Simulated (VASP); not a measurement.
SnAu, 4 atoms in the cell. Symmetry: P6_3/mmc, No. 194, hexagonal system. Conventional cell: a = 4.314 Å, b = 4.314 Å, c = 5.512 Å, α = 90.00°, β = 90.00°, γ = 120.00°. Sn (site symmetry -6m2) has 6 Au at 2.85 Å and 6 Sn at 3.71 Å within 3.8 Å. Within 3.6 Å of Au (site symmetry -3m) lie 2 Au at 2.76 Å and 6 Sn at 2.85 Å. 

```yaml
Program: VASP 6.6.1
Task: single point
Functional: PBEsol
Potentials_or_basis: VASP PAW PBE potentials, release 64 (Sn_d, Au)
Cutoff: 520 eV
k_mesh: 10 × 10 × 6
Occupations: gaussian, width 0.05 eV
Spin: no spin polarisation
Dipole_correction: no
Further_INCAR_settings: ALGO = Fast; EDIFF = 1e-06; NBANDS = 33
```

Potentials or basis: VASP PAW PBE potentials, release 64 (Sn_d, Au).

Command:

```bash
$ cat potpaw_PBE.64/Sn_d/POTCAR potpaw_PBE.64/Au/POTCAR > POTCAR
$ mpirun -np 1 vasp_std > vasp.out
```

Hardware: 1 thread of Intel(R) Xeon(R) 6975P-C (Granite Rapids) (shared host).

Task: Estimate the wall time of this run.

Result: Wall time 87 s on 1 thread of Intel(R) Xeon(R) 6975P-C (Granite Rapids) (shared host), peak memory 0.29 GiB. Counts: scf iterations 16, k points 56.
